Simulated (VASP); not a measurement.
# TiPdC4N4: single point with PBE

TiPdC4N4:

```
Ti Pd C N
1.0
     5.93285    0.00000    0.00000
     0.00000    5.93285    0.00000
     0.00000    0.00000    5.93285
Ti Pd C N
1 1 4 4
Direct
  0.50000 0.50000 0.50000
  0.00000 0.00000 0.00000
  0.18859 0.18859 0.18859
  0.18859 0.81141 0.81141
  0.81141 0.18859 0.81141
  0.81141 0.81141 0.18859
  0.30245 0.30245 0.30245
  0.30245 0.69755 0.69755
  0.69755 0.30245 0.69755
  0.69755 0.69755 0.30245
```

```
Program                : VASP 6.6.1
Task                   : single point
Functional             : PBE
Potentials or basis    : VASP PAW PBE potentials, release 64 (Ti_sv, Pd, C, N)
Cutoff                 : 520 eV
k mesh                 : 4 × 4 × 4
Occupations            : gaussian, width 0.1 eV
Spin                   : collinear spin
Starting moments       : [1.0, 0.0, 0.0, 0.0, 0.0, 0.0, 0.0, 0.0, 0.0, 0.0] μB
Dipole correction      : no
Further INCAR settings : ALGO = Normal; EDIFF = 1e-06; NBANDS = 44
```

```json
{
 "Pressure": "1.7 GPa",
 "Largest force": "4.178 eV/Å",
 "Band gap on the k mesh": "0.68 eV (least direct gap 0.71 eV)",
 "Net moment": "0.00 μB per cell",
 "Valence electrons inside the program's atomic spheres": "Ti 10.06; Pd 10.15; C 2.56; N 3.94"
}
```

Forces on the atoms (eV/Å):
```
Ti   0.000  0.000  0.000
Pd   0.000  0.000  0.000
C   -1.029 -1.029 -1.029
C   -1.029  1.029  1.029
C    1.029 -1.029  1.029
C    1.029  1.029 -1.029
N    2.412  2.412  2.412
N    2.412 -2.412 -2.412
N   -2.412  2.412 -2.412
N   -2.412 -2.412  2.412
```

Levels at points of the mesh, in eV from the valence-band top:
Spin up:
```
           k point  band 26  band 27  band 28  band 29  band 30  band 31  band 32  band 33
(0.00, 0.00, 0.00)    -2.39    -0.13    -0.13    -0.13     0.84     0.84     1.64     1.64
(0.50, 0.00, 0.00)    -2.00    -0.46    -0.13    -0.13     0.70     1.11     1.76     1.89
(0.50, 0.50, 0.00)    -1.96    -0.37    -0.03    -0.03     0.68     1.12     1.77     1.82
(0.50, 0.50, 0.50)    -2.34     0.00     0.00     0.00     0.87     0.87     1.70     1.70
```
Spin down:
```tsv
k point	band 27	band 28	band 29	band 30	band 31	band 32
(0.00, 0.00, 0.00)	-0.13	-0.13	-0.13	0.84	0.84	1.64
(0.50, 0.00, 0.00)	-0.46	-0.13	-0.13	0.70	1.11	1.76
(0.50, 0.50, 0.00)	-0.37	-0.03	-0.03	0.68	1.12	1.77
(0.50, 0.50, 0.50)	0.00	0.00	0.00	0.87	0.87	1.70
```

Run time: 2.4 min on 1 thread of Intel(R) Xeon(R) Platinum 8488C (Sapphire Rapids), on a shared host, peak memory 0.48 GiB.

Caveat: forces of over 1 eV/Å act on the atoms, so gaps and moduli don't describe the material at rest. A k mesh can miss the band edges.
